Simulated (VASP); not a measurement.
# Be (Fd-3m) in VASP: electric field gradients with PBEsol

Aim: the electric field gradients of Be with PBEsol.

Program: VASP 6.6.1. These are calculated values, not measurements. Logs are shortened: lines on timing, memory, paths and dates and some standing lists are left out, and cuts for length are marked.

### 1 The cell of the first run

Symmetry: Fd-3m, No. 227, cubic system. The conventional cell has a = 4.293 Å, b = 4.293 Å, c = 4.293 Å, α = 90.00°, β = 90.00°, γ = 90.00°. Be (site symmetry -43m) has 4 Be at 1.86 Å within 2.5 Å.

This isn't the form of Be at room conditions, which is hcp.

### 2 Electric field gradients, PBEsol

Input file INCAR:

```
ALGO = Normal
EDIFF = 1E-8
ENCUT = 520
GGA = PS
ISIF = 2
ISMEAR = -1
LASPH = T
LCHARG = F
LEFG = T
LREAL = F
LWAVE = F
NBANDS = 9
NELM = 60
PREC = Accurate
SIGMA = 0.05
```

Input file KPOINTS:

```
k-points
0
Gamma
  12 12 12
```

Input file POSCAR:

```
Be
1.0
    0.0000000000      2.1463250724      2.1463250724
    2.1463250724      0.0000000000      2.1463250724
    2.1463250724      2.1463250724      0.0000000000
Be
2
Direct
   -0.1250000000     -0.1250000000     -0.1250000000
    0.1250000000      0.1250000000      0.1250000000
```

Potentials or basis: VASP PAW PBE potentials, release 64 (Be).

Command:

```bash
$ cat potpaw_PBE.64/Be/POTCAR > POTCAR
$ mpirun -np 1 vasp_std > vasp.out
```

OUTCAR:

```text
EDIFF = 1E-8
   ENCUT = 520
   GGA = PS
   ISIF = 2
   ISMEAR = -1
   LASPH = T
   LREAL = F
   NELM = 60
   PREC = Accurate

 ion  position               nearest neighbor table
   1  0.875  0.875  0.875-   2 1.86   2 1.86   2 1.86   2 1.86
   2  0.125  0.125  0.125-   1 1.86   1 1.86   1 1.86   1 1.86

  LATTYP: Found a face centered cubic cell.
 ALAT       =     4.2926501448

  Lattice vectors:

 A1 = (   0.0000000000,   2.1463250724,   2.1463250724)
 A2 = (   2.1463250724,   0.0000000000,   2.1463250724)
 A3 = (   2.1463250724,   2.1463250724,   0.0000000000)

Analysis of symmetry for initial positions (statically):
=====================================================================
 Subroutine PRICEL returns:
 Original cell was already a primitive cell.

 Routine SETGRP: Setting up the symmetry group for a
 face centered cubic supercell.

 Subroutine GETGRP returns: Found 48 space group operations
 (whereof 12 operations were pure point group operations)
 out of a pool of 48 trial point group operations.

The static configuration has the point symmetry D_3d.
 The point group associated with its full space group is O_h .

Analysis of symmetry for dynamics (positions and initial velocities):
=====================================================================
 Subroutine PRICEL returns:
 Original cell was already a primitive cell.

 Routine SETGRP: Setting up the symmetry group for a
 face centered cubic supercell.

 Subroutine GETGRP returns: Found 48 space group operations
 (whereof 12 operations were pure point group operations)
 out of a pool of 48 trial point group operations.

The dynamic configuration has the point symmetry D_3d.
 The point group associated with its full space group is O_h .

 Subroutine INISYM returns: Found 48 space group operations
 (whereof 12 operations are pure point group operations),
 and found     1 'primitive' translations

----------------------------------------------------------------------------------------

                                     Primitive cell

  volume of cell :      19.7750

  direct lattice vectors                    reciprocal lattice vectors
     0.000000000  2.146325072  2.146325072    -0.232956324  0.232956324  0.232956324
     2.146325072  0.000000000  2.146325072     0.232956324 -0.232956324  0.232956324
     2.146325072  2.146325072  0.000000000     0.232956324  0.232956324 -0.232956324

  length of vectors
     3.035362027  3.035362027  3.035362027     0.403492190  0.403492190  0.403492190

  position of ions in fractional coordinates (direct lattice)
     0.875000000  0.875000000  0.875000000
     0.125000000  0.125000000  0.125000000

  ion indices of the primitive-cell ions
   primitive index   ion index
                 1           1
                 2           2

----------------------------------------------------------------------------------------

 KPOINTS: k-points

Automatic generation of k-mesh.
 Grid dimensions read from file:
 generate k-points for:   12   12   12

 Generating k-lattice:

  Cartesian coordinates                     Fractional coordinates (reciprocal lattice)
    -0.019413027  0.019413027  0.019413027     0.083333333  0.000000000  0.000000000
     0.019413027 -0.019413027  0.019413027     0.000000000  0.083333333  0.000000000
     0.019413027  0.019413027 -0.019413027     0.000000000  0.000000000  0.083333333

  Length of vectors
     0.033624349  0.033624349  0.033624349

  Shift w.r.t. Gamma in fractional coordinates (k-lattice)
     0.000000000  0.000000000  0.000000000

 Subroutine IBZKPT returns following result:
 ===========================================

 Found     72 irreducible k-points:

 Following reciprocal coordinates:
            Coordinates               Weight
  0.000000  0.000000  0.000000      1.000000
  0.083333  0.000000  0.000000      8.000000
  0.166667  0.000000  0.000000      8.000000
  0.250000  0.000000  0.000000      8.000000
  0.333333  0.000000  0.000000      8.000000
  0.416667  0.000000  0.000000      8.000000
[... 16 lines left out ...]
  0.500000  0.166667  0.000000     24.000000
 -0.416667  0.166667  0.000000     24.000000
 [... further k-points ...]
   k-points           NKPTS =     72   k-points in BZ     NKDIM =     72   number of bands    NBANDS=      9
   number of dos      NEDOS =    301   number of ions     NIONS =      2
   total plane-waves  NPLWV =  13824
   dimension x,y,z NGX =    24 NGY =   24 NGZ =   24
   dimension x,y,z NGXF=    48 NGYF=   48 NGZF=   48
   ions per type =               2
   NGX,Y,Z   is equivalent  to a cutoff of  13.14, 13.14, 13.14 a.u.
   NGXF,Y,Z  is equivalent  to a cutoff of  26.29, 26.29, 26.29 a.u.
 SYSTEM =  unknown system
   PREC   = accura    normal or accurate (medium, high low for compatibility)
   ISTART =      0    job   : 0-new  1-cont  2-samecut
   ICHARG =      2    charge: 1-file 2-atom 10-const
   ISPIN  =      1    spin polarized calculation?
   LNONCOLLINEAR =      F non collinear calculations
   LSORBIT =      F    spin-orbit coupling
   LASPH  =      T    aspherical Exc in radial PAW
   ENCUT  =  520.0 eV  38.22 Ry    6.18 a.u.   5.64  5.64  5.64*2*pi/ulx,y,z
   NELM   =     60;   NELMIN=  2; NELMDL= -5     # of ELM steps
   EDIFF  = 0.1E-07   stopping-criterion for ELM
   LREAL  =      F    real-space projection
   EDIFFG = 0.1E-06   stopping-criterion for IOM
   NSW    =      0    number of steps for IOM
   IBRION =     -1    ionic relax: 0-MD 1-quasi-New 2-CG
   NFREE  =      0    steps in history (QN), initial steepest desc. (CG)
   ISIF   =      2    stress and relaxation
   ISYM   =      2    0-nonsym 1-usesym 2-fastsym
   POTIM  = 0.5000    time-step for ionic-motion
   TEBEG  =    0.0;   TEEND  =   0.0 temperature during run
   PSTRESS=    0.0 pullay stress
   NELECT =       4.0000    total number of electrons
   NUPDOWN=      -1.0000    fix difference up-down
   EMIN   =  10.00;   EMAX   =-10.00  energy-range for DOS
   EFERMI =   0.00;   METHOD = LEGACY
   ISMEAR =    -1;   SIGMA  =   0.05  broadening in eV -4-tet -1-fermi 0-gaus
   EFERMI_NEDOS =   21; number of points for ismear=-14 and -15
   IALGO  =     38    algorithm
   IMIX   =      4    mixing-type and parameters
     AMIX     =   0.40;   BMIX     =  1.00
     AMIX_MAG =   1.60;   BMIX_MAG =  1.00
  volume/ion in A,a.u.               =       9.89        66.72
  Fermi-wavevector in a.u.,A,eV,Ry     =   0.960998  1.816024 12.565224  0.923518
  Thomas-Fermi vector in A             =   2.090332
   LORBIT       =      0    0 simple, 1 ext, 2 COOP (PROOUT), +10 PAW based schemes
   GGA     = PS    functional components
   LHFCALC =     F    Hartree Fock is set to
   AEXX    =    0.0000 exact exchange contribution
   IVDW    =     0    specifies the selected vdW correction
   LEPSILON=     F    determine dielectric tensor
   LRPA    =     F    only Hartree local field effects (RPA)
 non-spin polarized calculation
  energy-cutoff  :      520.00
  volume of cell :       19.77
 maximum number of plane-waves:       547
   NGX = 11   NGY = 11   NGZ = 11

 number of electron       4.0000000 magnetization

 Free energy of the ion-electron system (eV)
  ---------------------------------------------------
  ext. energy  EPLUGINS =         0.00000000
  ---------------------------------------------------
  free energy    TOTEN  =        -3.90446090 eV

  energy without entropy =       -3.89741147  energy(sigma->0) =       -3.90093619

 E-fermi :   4.2295     XC(G=0):  -9.7937

 val. band max:        4.2216967612   @ k =  -0.3333   0.2500   0.0000
 cond. band min:       4.2489568228   @ k =   0.5000   0.3333   0.1667
 fundamental gap:      0.0272600616
 Fermi energy:         4.2295159999

 k-point     1 :       0.0000    0.0000    0.0000
  band No.  band energies     occupation
      1      -4.8541      2.00000
      2      10.5157      0.00000
      3      10.5157      0.00000
      4      10.5157      0.00000
      5      13.4124      0.00000
      6      13.4124      0.00000
      7      13.4124      0.00000
      8      23.4770      0.00000
      9      23.5086      0.00000
[... 265 lines left out ...]
 k-point    24 :      -0.4167    0.1667    0.0000
  band No.  band energies     occupation
      1      -0.5004      2.00000
      2       0.9239      2.00000
      3       6.1298      0.00000
      4       7.3034      0.00000
      5      13.7767      0.00000
      6      16.5328      0.00000
      7      19.5111      0.00000
      8      21.1872      0.00000
      9      24.0991      0.00000

 [... further k-points ...]

------------------------ aborting loop because EDIFF is reached ----------------------------------------

  FORCE on cell =-STRESS in cart. coord.  units (eV):
  Direction    XX          YY          ZZ          XY          YZ          ZX
  --------------------------------------------------------------------------------------
  -------------------------------------------------------------------------------------
  Total        4.0705046      4.0705046      4.0705046      0.0000000      0.0000000      0.0000000
  in kB      329.7936907    329.7936907    329.7936907      0.0000000      0.0000000      0.0000000
  external PRESSURE =     329.7936907 kB  Pullay stress =       0.0000000 kB

 VOLUME and BASIS-vectors are now :
 -----------------------------------------------------------------------------
  energy-cutoff  :      520.00
  volume of cell :       19.77
      direct lattice vectors                 reciprocal lattice vectors
     0.000000000  2.146325072  2.146325072    -0.232956324  0.232956324  0.232956324
     2.146325072  0.000000000  2.146325072     0.232956324 -0.232956324  0.232956324
     2.146325072  2.146325072  0.000000000     0.232956324  0.232956324 -0.232956324

 POSITION                                       TOTAL-FORCE (eV/Angst)
 -----------------------------------------------------------------------------------
      3.75607      3.75607      3.75607         0.000000      0.000000      0.000000
      0.53658      0.53658      0.53658        -0.000000     -0.000000     -0.000000
 -----------------------------------------------------------------------------------
    total drift:                                0.000000      0.000000     -0.000000

  FREE ENERGIE OF THE ION-ELECTRON SYSTEM (eV)
  ---------------------------------------------------
  free  energy   TOTEN  =        -3.9044609036 eV

  energy  without entropy=       -3.8974114714  energy(sigma->0) =       -3.90093619

 Electric field gradients (V/A^2)
---------------------------------------------------------------------
 ion       V_xx      V_yy      V_zz      V_xy      V_xz      V_yz
---------------------------------------------------------------------
   1      -0.000    -0.000    -0.000     0.000     0.000     0.000
   2       0.000    -0.000     0.000     0.000     0.000     0.000
---------------------------------------------------------------------

 Electric field gradients after diagonalization (V/A^2)
 (convention: |V_zz| > |V_xx| > |V_yy|)
----------------------------------------------------------------------
 ion       V_xx      V_yy      V_zz     asymmetry (V_yy - V_xx)/ V_zz
----------------------------------------------------------------------
   1      -0.000    -0.000     0.000       0.000
   2      -0.000    -0.000     0.000       0.000
----------------------------------------------------------------------

           NMR quadrupolar parameters

 Cq : quadrupolar parameter    Cq=e*Q*V_zz/h
 eta: asymmetry parameters     (V_yy - V_xx)/ V_zz
 Q  : nuclear electric quadrupole moment in mb (millibarn)
----------------------------------------------------------------------
 ion       Cq(MHz)       eta       Q (mb)
----------------------------------------------------------------------
   1       0.000       0.000       1.000
   2       0.000       0.000       1.000
----------------------------------------------------------------------
```

Wall time 14 s (1 thread of Intel Xeon 8259CL, shared host); peak memory 0.13 GiB.

What came out:

```yaml
Free_energy: -3.9045 eV
Pressure: 33.0 GPa
Band_gap_on_the_k_mesh: zero (bands 2 and 3 overlap by 8.19 eV)
Largest_electric_field_gradient_by_atom: under 0.05 V/Å² on every atom
```

Levels at points of the mesh, in eV from the Fermi level:
| k point | band 1 | band 2 | band 3 | band 4 | band 5 | band 6 | band 7 |
| --- | --- | --- | --- | --- | --- | --- | --- |
| (0.00, 0.00, 0.00) | -9.08 | 6.29 | 6.29 | 6.29 | 9.18 | 9.18 | 9.18 |
| (0.50, 0.00, 0.00) | -5.05 | -3.89 | 3.90 | 3.90 | 10.39 | 10.39 | 14.48 |
| (0.50, 0.50, 0.00) | -2.89 | -2.89 | 0.65 | 0.65 | 8.00 | 8.00 | 20.38 |

Caveat: the cell stands under pressure; the PAW data sets were made with another functional, which shifts forces and pressure a little.

The gap in the log of VASP goes by the Fermi energy; the results here count the filled bands.